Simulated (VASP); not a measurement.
# ZnS (I-4m2) in VASP: electric field gradients with PBE

Aim: the electric field gradients of ZnS with PBE.

All numbers are computed with VASP 6.6.1; they aren't measurements. Logs are shortened: lines on timing, memory, paths and dates and some standing lists are left out, and cuts for length are marked.

## Step 1: The cell of the first run

The structure is tetragonal, space group I-4m2 (No. 119). Conventional cell: a = 3.978 Å, b = 3.978 Å, c = 5.409 Å, α = 90.00°, β = 90.00°, γ = 90.00°. Within 3.2 Å of Zn (site symmetry -4m2) lie 4 S at 2.41 Å. S (site symmetry -4m2) has 4 Zn at 2.41 Å within 3.2 Å.

## Step 2: Electric field gradients, PBE (x and y stretched by +4 %, z held)

File INCAR:

```
PREC = Accurate ; ENCUT = 520
EDIFF = 1E-8 ; ISMEAR = -1
SIGMA = 0.01 ; LREAL = False
LASPH = True ; NELM = 80
ALGO = Normal ; ISIF = 2
LWAVE = False ; LCHARG = False
GGA = PE ; LEFG = True
NBANDS = 16
```

File KPOINTS:

```
Automatic mesh
0
Gamma
  9 9 9
```

File POSCAR:

```
ZnS
1.0
    0.0000000000      2.8128360000      2.7046500000
    2.8128360000      0.0000000000      2.7046500000
    2.8128360000      2.8128360000      0.0000000000
Zn S
1 1
Direct
    0.0000000000      0.0000000000      0.0000000000
    0.7500000000      0.7500000000      0.7500000000
```

Potentials or basis: VASP PAW PBE potentials, release 64 (Zn, S).

Launch:

```console
$ cat potpaw_PBE.64/Zn/POTCAR potpaw_PBE.64/S/POTCAR > POTCAR
$ mpirun -np 1 vasp_std > vasp.out
```

OUTCAR:

```text
PREC = Accurate
   ENCUT = 520
   EDIFF = 1E-8
   ISMEAR = -1
   LREAL = False
   LASPH = True
   NELM = 80
   ISIF = 2
   GGA = PE

 ion  position               nearest neighbor table
   1  0.000  0.000  0.000-   2 2.41   2 2.41   2 2.41   2 2.41
   2  0.750  0.750  0.750-   1 2.41   1 2.41   1 2.41   1 2.41

  LATTYP: Found a body centered tetragonal cell.
 ALAT       =     3.9779508199
 C/A-ratio  =     1.3598207331

  Lattice vectors:

 A1 = (   0.0000000000,  -2.8128360000,  -2.7046500000)
 A2 = (   0.0000000000,   2.8128360000,  -2.7046500000)
 A3 = (   2.8128360000,   0.0000000000,   2.7046500000)

Analysis of symmetry for initial positions (statically):
=====================================================================
 Subroutine PRICEL returns:
 Original cell was already a primitive cell.

 Routine SETGRP: Setting up the symmetry group for a
 body centered tetragonal supercell.

 Subroutine GETGRP returns: Found  8 space group operations
 (whereof  8 operations were pure point group operations)
 out of a pool of 16 trial point group operations.

The static configuration has the point symmetry D_2d.

Analysis of symmetry for dynamics (positions and initial velocities):
=====================================================================
 Subroutine PRICEL returns:
 Original cell was already a primitive cell.

 Routine SETGRP: Setting up the symmetry group for a
 body centered tetragonal supercell.

 Subroutine GETGRP returns: Found  8 space group operations
 (whereof  8 operations were pure point group operations)
 out of a pool of 16 trial point group operations.

The dynamic configuration has the point symmetry D_2d.

 Subroutine INISYM returns: Found  8 space group operations
 (whereof  8 operations are pure point group operations),
 and found     1 'primitive' translations

----------------------------------------------------------------------------------------

                                     Primitive cell

  volume of cell :      42.7986

  direct lattice vectors                    reciprocal lattice vectors
     0.000000000  2.812836000  2.704650000    -0.177756542  0.177756542  0.184866803
[... 117 lines left out ...]
 non-spin polarized calculation
  energy-cutoff  :      520.00
  volume of cell :       42.80
 maximum number of plane-waves:      1187
 NGX is ok and might be reduce to    30
   NGX = 15   NGY = 15   NGZ = 15

 number of electron      17.9999990 magnetization

 Free energy of the ion-electron system (eV)
  ---------------------------------------------------
  ext. energy  EPLUGINS =         0.00000000
  ---------------------------------------------------
  free energy    TOTEN  =        -6.81995525 eV

  energy without entropy =       -6.81995525  energy(sigma->0) =       -6.81995525

 E-fermi :   1.6735     XC(G=0):  -9.2539

 val. band max:        1.4620110973   @ k =   0.0000   0.0000   0.0000
 cond. band min:       3.1431733644   @ k =   0.0000   0.0000   0.0000
 fundamental gap:      1.6811622671
 Fermi energy:         1.6735140168

 k-point     1 :       0.0000    0.0000    0.0000
  band No.  band energies     occupation
      1     -11.2203      2.00000
      2      -4.6732      2.00000
      3      -4.6732      2.00000
      4      -4.6534      2.00000
      5      -4.2651      2.00000
      6      -4.2590      2.00000
[... 433 lines left out ...]
      3      -4.4029      2.00000
      4      -4.4029      2.00000
      5      -4.1984      2.00000
      6      -4.0871      2.00000
[... 8 lines left out ...]
     15      14.7839      0.00000
     16      16.0431      0.00000

 [... further k-points ...]
[... 5 lines left out ...]
  --------------------------------------------------------------------------------------
  -------------------------------------------------------------------------------------
  Total       -1.0820213     -1.0820213     -0.6694876      0.0000000      0.0000000      0.0000000
  in kB      -40.5057328    -40.5057328    -25.0624317      0.0000000      0.0000000      0.0000000
  external PRESSURE =     -35.3579658 kB  Pullay stress =       0.0000000 kB

 VOLUME and BASIS-vectors are now :
 -----------------------------------------------------------------------------
  energy-cutoff  :      520.00
  volume of cell :       42.80
      direct lattice vectors                 reciprocal lattice vectors
     0.000000000  2.812836000  2.704650000    -0.177756542  0.177756542  0.184866803
     2.812836000  0.000000000  2.704650000     0.177756542 -0.177756542  0.184866803
     2.812836000  2.812836000  0.000000000     0.177756542  0.177756542 -0.184866803

 POSITION                                       TOTAL-FORCE (eV/Angst)
 -----------------------------------------------------------------------------------
      0.00000      0.00000      0.00000         0.000000      0.000000     -0.000000
      4.21925      4.21925      4.05697        -0.000000     -0.000000      0.000000
 -----------------------------------------------------------------------------------
    total drift:                                0.000000      0.000000      0.000000

  FREE ENERGIE OF THE ION-ELECTRON SYSTEM (eV)
  ---------------------------------------------------
  free  energy   TOTEN  =        -6.8199552526 eV

  energy  without entropy=       -6.8199552526  energy(sigma->0) =       -6.81995525

 Electric field gradients (V/A^2)
---------------------------------------------------------------------
 ion       V_xx      V_yy      V_zz      V_xy      V_xz      V_yz
---------------------------------------------------------------------
   1      -3.222    -3.222     6.444     0.001     0.006     0.006
   2       3.776     3.776    -7.551    -0.000    -0.000    -0.000
---------------------------------------------------------------------

 Electric field gradients after diagonalization (V/A^2)
 (convention: |V_zz| > |V_xx| > |V_yy|)
----------------------------------------------------------------------
 ion       V_xx      V_yy      V_zz     asymmetry (V_yy - V_xx)/ V_zz
----------------------------------------------------------------------
   1      -3.224    -3.221     6.444       0.000
   2       3.776     3.775    -7.551       0.000
----------------------------------------------------------------------

           NMR quadrupolar parameters

 Cq : quadrupolar parameter    Cq=e*Q*V_zz/h
 eta: asymmetry parameters     (V_yy - V_xx)/ V_zz
 Q  : nuclear electric quadrupole moment in mb (millibarn)
----------------------------------------------------------------------
 ion       Cq(MHz)       eta       Q (mb)
----------------------------------------------------------------------
   1       0.016       0.000       1.000
   2      -0.018       0.000       1.000
----------------------------------------------------------------------
```

It took 55 s on 1 thread of AMD EPYC 7R43 (Zen 3), shared host; peak memory 0.16 GiB.

What came out:

```
Free energy            : -6.8200 eV
Pressure               : -3.5 GPa
Band gap on the k mesh : 1.68 eV, direct
```

Levels at points of the mesh, in eV from the valence-band top:
| k point | band 6 | band 7 | band 8 | band 9 | band 10 | band 11 | band 12 | band 13 |
| --- | --- | --- | --- | --- | --- | --- | --- | --- |
| (0.00, 0.00, 0.00) | -5.72 | -0.12 | -0.12 | 0.00 | 1.68 | 6.36 | 6.37 | 6.37 |

Electric field gradients, principal values (V/Å²):
| atom | least | middle | greatest (by size) |
| --- | --- | --- | --- |
| 1 Zn | -3.221 | -3.224 | 6.444 |
| 2 S | 3.775 | 3.776 | -7.551 |

Caveat: the cell differs from its parent crystal (x and y stretched by +4 %, z held); without QUAD_EFG the Cq values of the log hold for a quadrupole moment of 1 mb, not for the nuclei.
